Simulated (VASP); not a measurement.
A run of VASP 6.6.1 is set up as follows.

INCAR

```
ALGO = Normal ; EDIFF = 1E-6
ENCUT = 500 ; GGA = CA
GGA_COMPAT = False ; ISIF = 2
ISMEAR = 0 ; LASPH = True
LCHARG = False ; LREAL = False
LWAVE = False ; NBANDS = 16
NELM = 120 ; PREC = Accurate
SIGMA = 0.02
```

The input KPOINTS:

```
k-points
0
Gamma
  10 10 10
```

The input POSCAR:

```
CdTe
1.0
    0.0000000000      3.1938101471      3.1938101471
    3.1938101471      0.0000000000      3.1938101471
    3.1938101471      3.1938101471      0.0000000000
Cd Te
1 1
Direct
    0.0000000000      0.0000000000      0.0000000000
    0.2500000000      0.2500000000      0.2500000000
```

Potentials or basis: VASP PAW LDA potentials, release 64 (Cd, Te).

Launch:

```console
$ cat potpaw_LDA.64/Cd/POTCAR potpaw_LDA.64/Te/POTCAR > POTCAR
$ mpirun -np 1 vasp_std > vasp.out
```

Task: Predict the pressure.

Result: 0.7 GPa.

Task: Estimate the band gap on the k mesh.

Result: 0.69 eV.

Caveat: spin-orbit coupling is left out, which moves the levels of the heavy elements.
